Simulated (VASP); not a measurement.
Write the native input for VASP 6.6.1 that does the following.

```
Task                   : single point
Functional             : PBEsol
Potentials or basis    : VASP PAW PBE potentials, release 64 (Al, H, O)
Cutoff                 : 520 eV
k mesh                 : 2 × 2 × 1
Occupations            : fermi-dirac, width 0.05 eV
Spin                   : no spin polarisation
Dipole correction      : no
Further INCAR settings : LREAL = Auto; ALGO = Normal; EDIFF = 1e-06; NBANDS = 84
```

The structure of Al5HO8 lies in POSCAR:

```
Al5HO8
1.0
    5.5708080000      0.0000000000      0.0000000000
   -2.7854040000      4.8244610000      0.0000000000
    0.0000000000      0.0000000000      8.7503070000
Al H O
10 2 16
Direct
    0.1459976892      0.3294046734      0.3710384104
    0.6734459422      0.8133965639      0.3746725686
    0.1634430525      0.8389123676      0.3839065304
    0.9003905558      0.6806563469      0.8642211068
    0.3310924256      0.1653448955      0.8849403798
    0.8694214885      0.1863213321      0.8638096926
    0.6596127144      0.3166778631      0.1579487440
    0.3245402528      0.6463519966      0.6480686906
    0.3328962212      0.7020887929      0.0611864247
    0.6461031147      0.2915973411      0.5640030687
   -0.1229960662     -0.2215791567      0.1585087243
   -0.0706516790     -0.0440463712      0.6086300744
   -0.0173993224     -0.0099907534      0.9914852130
    0.0057955431     -0.0049953767      0.4928855639
    0.5092263831      0.0440878266      0.0058740796
    0.9788150049      0.4992060253      0.0087996913
    0.4824812102      0.4583931759     -0.0000457127
    0.4766641803      0.9427374374      0.5117420452
    0.0317361672      0.5094040557      0.5060508163
    0.4859514077      0.5130106762      0.5195931983
    0.8196762622      0.1760818462      0.2753046265
    0.8143903564      0.6814854551      0.2568252748
    0.3248370991      0.1666921963      0.2745389390
    0.2128340209      0.8470790830      0.7559506198
    0.1966686735      0.3431471412      0.7603733218
    0.7239071109      0.8217291009      0.7385798007
    0.3353798741      0.6803454313      0.2695791131
    0.6647838878      0.3054434475      0.7734700051
```

One way to write it, as run:

INCAR

```
PREC = Accurate ; ENCUT = 520
EDIFF = 1E-6 ; ISMEAR = -1
SIGMA = 0.05 ; LREAL = Auto
LASPH = T ; NELM = 60
ALGO = Normal ; ISIF = 2
LWAVE = F ; LCHARG = F
GGA = PS ; NBANDS = 84
```

KPOINTS

```
Automatic mesh
0
Gamma
  2 2 1
```

Potentials or basis: VASP PAW PBE potentials, release 64 (Al, H, O).

Command:

```sh
$ cat potpaw_PBE.64/Al/POTCAR potpaw_PBE.64/H/POTCAR potpaw_PBE.64/O/POTCAR > POTCAR
$ mpirun -np 1 vasp_std > vasp.out
```

Results of the run:

```
Pressure               : 7.0 GPa
Largest force          : 5.611 eV/Å
Band gap on the k mesh : 3.91 eV
```

Caveat: the k points lie up to 0.72 Å⁻¹ apart; the atoms stand as in a frame of molecular dynamics; the PAW data sets were made with another functional, which shifts forces and pressure a little.

Wall time 5.1 min on 1 thread of Intel Xeon 8259CL (shared host), peak memory 0.36 GiB.
